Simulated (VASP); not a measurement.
Wanted: the native input for a VASP 6.6.1 run.

* Task: single point
* Functional: PBE
* Potentials or basis: VASP PAW PBE potentials, release 64 (Co_sv, Si)
* Cutoff: 600 eV
* k mesh: 7 × 7 × 7
* Occupations: fermi-dirac, width 0.05 eV
* Spin: collinear spin, ferromagnetic start
* Starting moments: [3.0, 0.0, 0.0] μB
* Fixed moment: 3 μB
* Dipole correction: no
* Second run: valence_matched
* Further INCAR settings: ALGO = Normal; EDIFF = 1e-06; NBANDS = 24

The structure of CoSi2 lies in POSCAR:

```
CoSi2
1.0
    0.0000000000      2.6780000000      2.6780000000
    2.6780000000      0.0000000000      2.6780000000
    2.6780000000      2.6780000000      0.0000000000
Co Si
1 2
Direct
    0.0000000000      0.0000000000      0.0000000000
    0.7500000000      0.7500000000      0.7500000000
    0.2500000000      0.2500000000      0.2500000000
```

The input as run:

INCAR

```
SYSTEM = CoSi2
  ALGO = Normal
  EDIFF = 1E-6
  ENCUT = 600
  GGA = PE
  GGA_COMPAT = .FALSE.
  ISIF = 2
  ISMEAR = -1
  ISPIN = 2
  LASPH = .TRUE.
  LCHARG = .FALSE.
  LMAXMIX = 4
  LORBIT = 11
  LREAL = .FALSE.
  LWAVE = .FALSE.
  MAGMOM = 3 0 0
  NBANDS = 24
  NELM = 200
  NUPDOWN = 3.0
  PREC = Accurate
  SIGMA = 0.05
```

KPOINTS

```
k-points
0
G
  7 7 7
  0 0 0
```

Potentials or basis: VASP PAW PBE potentials, release 64 (Co_sv, Si).

Command:

```bash
$ cat potpaw_PBE.64/Co_sv/POTCAR potpaw_PBE.64/Si/POTCAR > POTCAR
$ mpirun -np 1 vasp_std > vasp.out
```

Results of the run:

```
Pressure                                              : 24.3 GPa
Net moment                                            : 3.00 μB per cell
Site moments                                          : Co +1.61; Si +0.26 μB
Valence electrons inside the program's atomic spheres : Co 15.24; Si 1.65
```

Caveat: the total moment is fixed, so each spin has its own Fermi level.

It took 32 s on 1 thread of Intel(R) Xeon(R) Platinum 8488C (Sapphire Rapids), with other jobs on the host, peak memory 0.2 GiB.
